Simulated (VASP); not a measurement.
# Mn3Si (Fm-3m) in VASP: a series of runs

Mn3Si is run at these levels: LDA; tasks: single point.

Program: VASP 6.6.1. These are calculated values, not measurements. Logs are shortened: lines on timing, memory, paths and dates and some standing lists are left out, and cuts for length are marked.

### 1 The cell of the first run

The structure is cubic, space group Fm-3m (No. 225). Conventional cell: a = 5.441 Å, b = 5.441 Å, c = 5.441 Å, α = 90.00°, β = 90.00°, γ = 90.00°. Mn (site symmetry m-3m) has 8 Mn at 2.36 Å and 6 Si at 2.72 Å within 3.1 Å. Within 3.1 Å of Mn (site symmetry -43m) lie 10 Mn at 2.36 to 2.72 Å and 4 Si at 2.36 Å. Si (site symmetry m-3m) has 14 Mn at 2.36 to 2.72 Å within 3.1 Å.

### 2 Single point, LDA (10.07 Å³/atom)

INCAR reads:

```
  ALGO = Normal
  EDIFF = 1E-7
  ENCUT = 520
  GGA = CA
  ISIF = 2
  ISMEAR = -1
  LASPH = T
  LCHARG = T
  LELF = T
  LREAL = F
  LVHAR = T
  LWAVE = F
  NBANDS = 30
  NELM = 100
  PREC = Accurate
  SIGMA = 0.05
```

KPOINTS reads:

```
k-points
0
Gamma
  10 10 10
```

POSCAR reads:

```
Mn3Si
1.0
    0.0000000000      2.7207209967      2.7207209967
    2.7207209967      0.0000000000      2.7207209967
    2.7207209967      2.7207209967      0.0000000000
Mn Si
3 1
Direct
    0.5000000000      0.5000000000      0.5000000000
    0.2500000000      0.2500000000      0.2500000000
    0.7500000000      0.7500000000      0.7500000000
    0.0000000000      0.0000000000      0.0000000000
```

Potentials or basis: VASP PAW LDA potentials, release 64 (Mn_pv, Si).

Started as:

```
> cat potpaw_LDA.64/Mn_pv/POTCAR potpaw_LDA.64/Si/POTCAR > POTCAR
> mpirun -np 1 vasp_std > vasp.out
```

OUTCAR:

```text
EDIFF = 1E-7
   ENCUT = 520
   GGA = CA
   ISIF = 2
   ISMEAR = -1
   LASPH = T
   LREAL = F
   NELM = 100
   PREC = Accurate

 ion  position               nearest neighbor table
   1  0.500  0.500  0.500-   2 2.36   2 2.36   2 2.36   2 2.36   3 2.36   3 2.36   3 2.36   3 2.36
                             4 2.72   4 2.72   4 2.72   4 2.72   4 2.72   4 2.72
   2  0.250  0.250  0.250-   4 2.36   4 2.36   4 2.36   1 2.36   4 2.36   1 2.36   1 2.36   1 2.36
                             3 2.72   3 2.72   3 2.72   3 2.72   3 2.72   3 2.72
   3  0.750  0.750  0.750-   1 2.36   1 2.36   1 2.36   1 2.36   4 2.36   4 2.36   4 2.36   4 2.36
                             2 2.72   2 2.72   2 2.72   2 2.72   2 2.72   2 2.72
   4  0.000  0.000  0.000-   3 2.36   3 2.36   3 2.36   2 2.36   3 2.36   2 2.36   2 2.36   2 2.36
                             1 2.72   1 2.72   1 2.72   1 2.72   1 2.72   1 2.72

  LATTYP: Found a face centered cubic cell.
 ALAT       =     5.4414419934

  Lattice vectors:

 A1 = (   0.0000000000,   2.7207209967,   2.7207209967)
 A2 = (   2.7207209967,   0.0000000000,   2.7207209967)
 A3 = (   2.7207209967,   2.7207209967,   0.0000000000)

Analysis of symmetry for initial positions (statically):
=====================================================================
 Subroutine PRICEL returns:
 Original cell was already a primitive cell.

 Routine SETGRP: Setting up the symmetry group for a
 face centered cubic supercell.

 Subroutine GETGRP returns: Found 48 space group operations
 (whereof 48 operations were pure point group operations)
 out of a pool of 48 trial point group operations.

The static configuration has the point symmetry O_h .

Analysis of symmetry for dynamics (positions and initial velocities):
=====================================================================
 Subroutine PRICEL returns:
 Original cell was already a primitive cell.

 Routine SETGRP: Setting up the symmetry group for a
 face centered cubic supercell.

 Subroutine GETGRP returns: Found 48 space group operations
 (whereof 48 operations were pure point group operations)
 out of a pool of 48 trial point group operations.

The dynamic configuration has the point symmetry O_h .

 Subroutine INISYM returns: Found 48 space group operations
 (whereof 48 operations are pure point group operations),
 and found     1 'primitive' translations

----------------------------------------------------------------------------------------

                                     Primitive cell

  volume of cell :      40.2793

  direct lattice vectors                    reciprocal lattice vectors
     0.000000000  2.720720997  2.720720997    -0.183774816  0.183774816  0.183774816
     2.720720997  0.000000000  2.720720997     0.183774816 -0.183774816  0.183774816
     2.720720997  2.720720997  0.000000000     0.183774816  0.183774816 -0.183774816

  length of vectors
     3.847680533  3.847680533  3.847680533     0.318307318  0.318307318  0.318307318

  position of ions in fractional coordinates (direct lattice)
     0.500000000  0.500000000  0.500000000
     0.250000000  0.250000000  0.250000000
     0.750000000  0.750000000  0.750000000
     0.000000000  0.000000000  0.000000000

  ion indices of the primitive-cell ions
   primitive index   ion index
                 1           1
                 2           2
                 3           3
                 4           4

----------------------------------------------------------------------------------------

 KPOINTS: k-points

Automatic generation of k-mesh.
 Grid dimensions read from file:
 generate k-points for:   10   10   10

 Generating k-lattice:

  Cartesian coordinates                     Fractional coordinates (reciprocal lattice)
    -0.018377482  0.018377482  0.018377482     0.100000000  0.000000000  0.000000000
     0.018377482 -0.018377482  0.018377482     0.000000000  0.100000000  0.000000000
     0.018377482  0.018377482 -0.018377482     0.000000000  0.000000000  0.100000000

  Length of vectors
     0.031830732  0.031830732  0.031830732

  Shift w.r.t. Gamma in fractional coordinates (k-lattice)
     0.000000000  0.000000000  0.000000000

 Subroutine IBZKPT returns following result:
 ===========================================

 Found     47 irreducible k-points:

 Following reciprocal coordinates:
            Coordinates               Weight
  0.000000  0.000000  0.000000      1.000000
  0.100000  0.000000  0.000000      8.000000
  0.200000  0.000000  0.000000      8.000000
  0.300000  0.000000  0.000000      8.000000
  0.400000  0.000000  0.000000      8.000000
  0.500000  0.000000  0.000000      4.000000
[... 16 lines left out ...]
  0.300000  0.300000  0.000000      6.000000
  0.400000  0.300000  0.000000     24.000000
 [... further k-points ...]
   k-points           NKPTS =     47   k-points in BZ     NKDIM =     47   number of bands    NBANDS=     30
   number of dos      NEDOS =    301   number of ions     NIONS =      4
   total plane-waves  NPLWV =  27000
   dimension x,y,z NGX =    30 NGY =   30 NGZ =   30
   dimension x,y,z NGXF=    60 NGYF=   60 NGZF=   60
   ions per type =               3   1
   NGX,Y,Z   is equivalent  to a cutoff of  12.96, 12.96, 12.96 a.u.
   NGXF,Y,Z  is equivalent  to a cutoff of  25.92, 25.92, 25.92 a.u.
 SYSTEM =  unknown system
   PREC   = accura    normal or accurate (medium, high low for compatibility)
   ISTART =      0    job   : 0-new  1-cont  2-samecut
   ICHARG =      2    charge: 1-file 2-atom 10-const
   ISPIN  =      1    spin polarized calculation?
   LNONCOLLINEAR =      F non collinear calculations
   LSORBIT =      F    spin-orbit coupling
   LASPH  =      T    aspherical Exc in radial PAW
   ENCUT  =  520.0 eV  38.22 Ry    6.18 a.u.   7.15  7.15  7.15*2*pi/ulx,y,z
   NELM   =    100;   NELMIN=  2; NELMDL= -5     # of ELM steps
   EDIFF  = 0.1E-06   stopping-criterion for ELM
   LREAL  =      F    real-space projection
   EDIFFG = 0.1E-05   stopping-criterion for IOM
   NSW    =      0    number of steps for IOM
   IBRION =     -1    ionic relax: 0-MD 1-quasi-New 2-CG
   NFREE  =      0    steps in history (QN), initial steepest desc. (CG)
   ISIF   =      2    stress and relaxation
   ISYM   =      2    0-nonsym 1-usesym 2-fastsym
   POTIM  = 0.5000    time-step for ionic-motion
   TEBEG  =    0.0;   TEEND  =   0.0 temperature during run
   PSTRESS=    0.0 pullay stress
   NELECT =      43.0000    total number of electrons
   NUPDOWN=      -1.0000    fix difference up-down
   EMIN   =  10.00;   EMAX   =-10.00  energy-range for DOS
   EFERMI =   0.00;   METHOD = LEGACY
   ISMEAR =    -1;   SIGMA  =   0.05  broadening in eV -4-tet -1-fermi 0-gaus
   EFERMI_NEDOS =   21; number of points for ismear=-14 and -15
   IALGO  =     38    algorithm
   IMIX   =      4    mixing-type and parameters
     AMIX     =   0.40;   BMIX     =  1.00
     AMIX_MAG =   1.60;   BMIX_MAG =  1.00
  volume/ion in A,a.u.               =      10.07        67.95
  Fermi-wavevector in a.u.,A,eV,Ry     =   1.673158  3.161810 38.088938  2.799458
  Thomas-Fermi vector in A             =   2.758179
   LORBIT       =      0    0 simple, 1 ext, 2 COOP (PROOUT), +10 PAW based schemes
   GGA     = CA    functional components
   LHFCALC =     F    Hartree Fock is set to
   AEXX    =    0.0000 exact exchange contribution
   IVDW    =     0    specifies the selected vdW correction
   LEPSILON=     F    determine dielectric tensor
   LRPA    =     F    only Hartree local field effects (RPA)
 non-spin polarized calculation
  energy-cutoff  :      520.00
  volume of cell :       40.28
 maximum number of plane-waves:      1106
 NGX is ok and might be reduce to    30
   NGX = 15   NGY = 15   NGZ = 15

 number of electron      43.0000043 magnetization

 Free energy of the ion-electron system (eV)
  ---------------------------------------------------
  ext. energy  EPLUGINS =         0.00000000
  ---------------------------------------------------
  free energy    TOTEN  =       -37.59697737 eV

  energy without entropy =      -37.54969338  energy(sigma->0) =      -37.57333537

 E-fermi :  12.3324     XC(G=0): -14.2609

 val. band max:       12.3300130226   @ k =  -0.4000   0.2000   0.0000
 cond. band min:      12.3399645220   @ k =   0.5000   0.4000   0.1000
 fundamental gap:      0.0099514994
 Fermi energy:        12.3323514023

 k-point     1 :       0.0000    0.0000    0.0000
  band No.  band energies     occupation
      1     -35.8271      2.00000
      2     -35.8271      2.00000
      3     -35.8271      2.00000
      4     -35.1778      2.00000
      5     -35.1778      2.00000
      6     -35.1778      2.00000
[... 22 lines left out ...]
     29      17.6810      0.00000
     30      19.2315      0.00000

 k-point     2 :       0.1000    0.0000    0.0000
  band No.  band energies     occupation
      1     -35.8312      2.00000
      2     -35.8312      2.00000
      3     -35.8298      2.00000
      4     -35.1715      2.00000
      5     -35.1715      2.00000
      6     -35.1631      2.00000
[... 22 lines left out ...]
     29      17.9849      0.00000
     30      18.9435      0.00000

 k-point     3 :       0.2000    0.0000    0.0000
  band No.  band energies     occupation
      1     -35.8418      2.00000
      2     -35.8418      2.00000
      3     -35.8347      2.00000
      4     -35.1548      2.00000
      5     -35.1548      2.00000
      6     -35.1263      2.00000
[... 22 lines left out ...]
     29      17.6290      0.00000
     30      19.1462      0.00000

 k-point     4 :       0.3000    0.0000    0.0000
  band No.  band energies     occupation
      1     -35.8543      2.00000
      2     -35.8543      2.00000
      3     -35.8365      2.00000
      4     -35.1335      2.00000
      5     -35.1335      2.00000
      6     -35.0840      2.00000
[... 22 lines left out ...]
     29      17.7058      0.00000
     30      18.8181      0.00000

 k-point     5 :       0.4000    0.0000    0.0000
  band No.  band energies     occupation
      1     -35.8640      2.00000
      2     -35.8640      2.00000
      3     -35.8347      2.00000
      4     -35.1150      2.00000
      5     -35.1150      2.00000
      6     -35.0942      2.00000
[... 22 lines left out ...]
     29      17.8138      0.00000
     30      18.4652      0.00000
[... 526 lines left out ...]
     29      18.1135      0.00000
     30      20.5835      0.00000

 k-point    22 :      -0.2000    0.2000    0.0000
  band No.  band energies     occupation
      1     -35.8593      2.00000
      2     -35.8548      2.00000
      3     -35.8433      2.00000
      4     -35.1221      2.00000
      5     -35.1150      2.00000
      6     -35.0844      2.00000
[... 22 lines left out ...]
     29      17.9340      0.00000
     30      20.2715      0.00000

 k-point    23 :       0.3000    0.3000    0.0000
  band No.  band energies     occupation
      1     -35.8902      2.00000
      2     -35.8902      2.00000
      3     -35.7897      2.00000
      4     -35.1261      2.00000
      5     -35.1029      2.00000
      6     -35.1029      2.00000
[... 22 lines left out ...]
     29      18.4764      0.00000
     30      19.1330      0.00000

 k-point    24 :       0.4000    0.3000    0.0000
  band No.  band energies     occupation
      1     -35.9008      2.00000
      2     -35.8988      2.00000
      3     -35.7858      2.00000
      4     -35.1632      2.00000
      5     -35.0822      2.00000
      6     -35.0804      2.00000
[... 22 lines left out ...]
     29      18.5051      0.00000
     30      19.4194      0.00000

 [... further k-points ...]
[... 5 lines left out ...]
  --------------------------------------------------------------------------------------
  -------------------------------------------------------------------------------------
  Total        1.2104760      1.2104760      1.2104760      0.0000000     -0.0000000      0.0000000
  in kB       48.1487201     48.1487201     48.1487201      0.0000000     -0.0000000      0.0000000
  external PRESSURE =      48.1487201 kB  Pullay stress =       0.0000000 kB

 VOLUME and BASIS-vectors are now :
 -----------------------------------------------------------------------------
  energy-cutoff  :      520.00
  volume of cell :       40.28
      direct lattice vectors                 reciprocal lattice vectors
     0.000000000  2.720720997  2.720720997    -0.183774816  0.183774816  0.183774816
     2.720720997  0.000000000  2.720720997     0.183774816 -0.183774816  0.183774816
     2.720720997  2.720720997  0.000000000     0.183774816  0.183774816 -0.183774816

 POSITION                                       TOTAL-FORCE (eV/Angst)
 -----------------------------------------------------------------------------------
      2.72072      2.72072      2.72072         0.000000     -0.000000      0.000000
      1.36036      1.36036      1.36036         0.000000     -0.000000     -0.000000
      4.08108      4.08108      4.08108        -0.000000      0.000000      0.000000
      0.00000      0.00000      0.00000         0.000000     -0.000000      0.000000
 -----------------------------------------------------------------------------------
    total drift:                                0.000000     -0.000000      0.000000

  FREE ENERGIE OF THE ION-ELECTRON SYSTEM (eV)
  ---------------------------------------------------
  free  energy   TOTEN  =       -37.5969773736 eV

  energy  without entropy=      -37.5496933757  energy(sigma->0) =      -37.57333537
```

It took 53 s on 1 thread of Intel Xeon Platinum 8488C (Sapphire Rapids), shared host; peak memory 0.17 GiB.

What came out:

* Free energy: -37.5970 eV
* Pressure: 4.8 GPa
* Band gap on the k mesh: zero (an odd number of electrons rules out a gap without spin polarisation)

Caveat: the cell stands under pressure; the run has no spin polarisation, though such a crystal can be magnetic. Spin polarisation is off, so any magnetic state and its effect on volume and gap are missing.

[end of part 1 of 2]
